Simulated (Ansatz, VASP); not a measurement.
**One calculation of TiCo, two programs**

File INCAR:

```
SYSTEM = TiCo
PREC     = Accurate       ! precision mode
ENCUT    = 520            ! plane-wave cutoff, eV
EDIFF    = 1E-6           ! SCF threshold, eV
ISMEAR   = 0              ! smearing method
SIGMA    = 0.15           ! smearing width, eV
LREAL    = .FALSE.        ! projectors in reciprocal space
LASPH    = .TRUE.         ! aspherical terms in the spheres
NELM     = 150            ! most SCF steps
ALGO     = Normal         ! electronic algorithm
ISIF     = 2              ! what is computed and relaxed
LWAVE    = .FALSE.        ! write WAVECAR
LCHARG   = .TRUE.         ! write CHGCAR
ISPIN    = 2              ! spin polarisation
MAGMOM   = 0 0.4          ! initial moments
LORBIT   = 11             ! projections on sites
LMAXMIX  = 4              ! l up to which the mixer works
GGA      = PS             ! functional
LELF     = .TRUE.         ! ELF
LVHAR    = .TRUE.       
NBANDS   = 22             ! bands
```

Contents of KPOINTS:

```
regular mesh
0
G
  16 16 16
  0 0 0
```

The input POSCAR:

```
TiCo
1.0
    2.9861109900      0.0000000000      0.0000000000
    0.0000000000      2.9861109900      0.0000000000
    0.0000000000      0.0000000000      2.9861109900
Ti Co
1 1
Direct
    0.0000000000      0.0000000000      0.0041860467
    0.5000000000      0.5000000000      0.5000000000
```

Input for Ansatz:

```yaml
crystal:
  lattice:
    - [2.98611099, 0.0, 0.0]
    - [0.0, 2.98611099, 0.0]
    - [0.0, 0.0, 2.98611099]
  atoms:
    - { symbol: Ti, position: [0.0, 0.0, 0.0041860467] }
    - { symbol: Co, position: [0.5, 0.5, 0.5], spin: 0.4 }
basis:
  ecutwfc: 420
kpoints:
  mp_grid: { grid: [16, 16, 16] }
hamiltonian:
  xc: pbesol
scf:
  occupations: { method: gaussian, width: 0.15 }
output:
  forces: true
  stress: true
  eigenvalues: true
  populations: true
magnetization:
  spin_polarized: true
```

Change from the starting cell: all Ti atoms moved +0.013 Å, as atom 1 along Cartesian [0 0 1].

Alike in both runs: task single point; functional PBEsol; k mesh 16 × 16 × 16; occupations gaussian, width 0.15 eV; collinear spin.

|  | VASP | Ansatz |
| --- | --- | --- |
| version | VASP 6.6.1 | Ansatz 0.2.0 |
| potentials or method | VASP PAW PBE potentials, release 64 (Ti_sv, Co), cutoff 520 eV | scalar-relativistic, plane waves, PAW |
| valence electrons in the cell | 21 | 29 |

Ansatz gave:

* gap on the k mesh at the Fermi level (eV): none
* pressure (GPa): -7.6
* rms of the force components (eV/Å): 0.032
* net moment per atom (μB): 0.40
* size of the moment on the site where the two differ most (μB): 0.89

Q: Estimate VASP's values.

A: gap on the k mesh at the Fermi level (eV): none; pressure (GPa): -9.6; rms of the force components (eV/Å): 0.027; net moment per atom (μB): 0.00; size of the moment on the site where the two differ most (μB): 0.00.

The net moments are unlike, so the other rows may belong to different states. VASP's potentials were made for PBE, not for PBEsol. Site moments also hang on the region over which each program counts them. Atom by atom the forces differ by 0.005 eV/Å (rms over components). A gap of «none» marks a metal or a gap that the smearing closes. VASP's potentials hold 21 valence electrons a cell and Ansatz's 29, so a difference there can come from the potentials and not from the codes.
